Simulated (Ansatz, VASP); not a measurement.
KCl in VASP and in Ansatz

The input POSCAR:

```
KCl
1.0
    0.0000000000      3.1448471156      3.1448471156
    3.1448471156      0.0000000000      3.1448471156
    3.1448471156      3.1448471156      0.0000000000
K Cl
1 1
Direct
    0.0000000000      0.0000000000      0.0000000000
    0.5000000000      0.5000000000      0.5000000000
```

INCAR.step1

```
SYSTEM = KCl
PREC     = Accurate       ! precision mode
ENCUT    = 520            ! plane-wave cutoff, eV
EDIFF    = 1E-5           ! SCF threshold, eV
ISMEAR   = 0              ! smearing method
SIGMA    = 0.01           ! smearing width, eV
LREAL    = .FALSE.        ! projectors in reciprocal space
LASPH    = .TRUE.         ! aspherical terms in the spheres
NELM     = 80             ! most SCF steps
ALGO     = Normal         ! electronic algorithm
ISIF     = 2              ! what is computed and relaxed
LWAVE    = .TRUE.         ! write WAVECAR
LCHARG   = .FALSE.        ! write CHGCAR
GGA      = PE             ! functional
NBANDS   = 15             ! bands
```

The input INCAR.step2:

```
SYSTEM = KCl
PREC     = Accurate       ! precision mode
ENCUT    = 520            ! plane-wave cutoff, eV
EDIFF    = 1E-6           ! SCF threshold, eV
ISMEAR   = 0              ! smearing method
SIGMA    = 0.01           ! smearing width, eV
LREAL    = .FALSE.        ! projectors in reciprocal space
LASPH    = .TRUE.         ! aspherical terms in the spheres
NELM     = 80             ! most SCF steps
ALGO     = Normal         ! electronic algorithm
ISIF     = 2              ! what is computed and relaxed
LWAVE    = .FALSE.        ! write WAVECAR
LCHARG   = .FALSE.        ! write CHGCAR
GGA      = PE             ! functional
LHFCALC  = .TRUE.         ! exact exchange
HFSCREEN = 0.2079         ! screening, 1/A
PRECFOCK = Normal       
ISTART   = 1            
NBANDS   = 15             ! bands
```

Contents of KPOINTS:

```
Automatic mesh
0
G
  4 4 4
  0 0 0
```

Input for Ansatz:

```yaml
crystal:
  lattice:
    - [0.0, 3.1448471156, 3.1448471156]
    - [3.1448471156, 0.0, 3.1448471156]
    - [3.1448471156, 3.1448471156, 0.0]
  atoms:
    - { symbol: K, position: [0.0, 0.0, 0.0] }
    - { symbol: Cl, position: [0.5, 0.5, 0.5] }
kpoints:
  mp_grid: { grid: [4, 4, 4] }
hamiltonian:
  xc: hse06
scf:
  occupations: { method: fixed }
  n_extra_bands: 4
  mixing: { beta: 0.05 }
  max_iter: 54
output:
  forces: true
  stress: true
  eigenvalues: true
```

Alike in both runs: task single point; functional HSE06; k mesh 4 × 4 × 4; no spin polarisation.

|  | VASP | Ansatz |
| --- | --- | --- |
| version | VASP 6.6.1 | Ansatz 0.2.0 |
| potentials or method | VASP PAW PBE potentials, release 64 (K_sv, Cl) | plane waves |
| plane-wave cutoff (eV) | 520 | 420 |
| occupations | gaussian, width 0.01 eV | fixed |
| valence electrons in the cell | 16 | 16 |

```tsv
	VASP	Ansatz	Ansatz less VASP
gap on the k mesh at the Fermi level (eV)	6.50	6.51	+0.004
pressure (GPa)	0.5	0.5	-0.03
```

Ansatz's warnings: stress exchange threshold loose, stress scf threshold loose.

The k mesh is coarse, so the values compare programs but aren't converged.
